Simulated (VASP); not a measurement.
InAs, 2 atoms in the cell. It takes space group Fm-3m (No. 225, cubic). The conventional cell has a = 5.755 Å, b = 5.755 Å, c = 5.755 Å, α = 90.00°, β = 90.00°, γ = 90.00°. In (site symmetry m-3m) has 6 As at 2.88 Å within 3.8 Å. As (site symmetry m-3m) has 6 In at 2.88 Å within 3.8 Å. 

```yaml
Program: VASP 6.6.1
Task: single point
Functional: r2SCAN
Potentials_or_basis: VASP PAW PBE potentials, release 64 (In_d, As)
Cutoff: 520 eV
k_mesh: 16 × 16 × 16
Occupations: gaussian, width 0.15 eV
Spin: no spin polarisation
Dipole_correction: no
Further_INCAR_settings: ALGO = Normal; EDIFF = 1e-06; NBANDS = 16
```

Potentials or basis: VASP PAW PBE potentials, release 64 (In_d, As).

Command:

```bash
$ cat potpaw_PBE.64/In_d/POTCAR potpaw_PBE.64/As/POTCAR > POTCAR
$ cp INCAR.step1 INCAR
$ mpirun -np 1 vasp_std > vasp.out
$ cp INCAR.step2 INCAR
$ mpirun -np 1 vasp_std > vasp.out
```

Hardware: 1 thread of AMD EPYC 7R43 64-Core Processor (Zen 3) (shared host).

Question: Estimate the wall time of this run.

Answer: It took 9.5 min on 1 thread of AMD EPYC 7R43 64-Core Processor (Zen 3), with other jobs on the host, peak memory 0.22 GiB. Counts: k points 145.
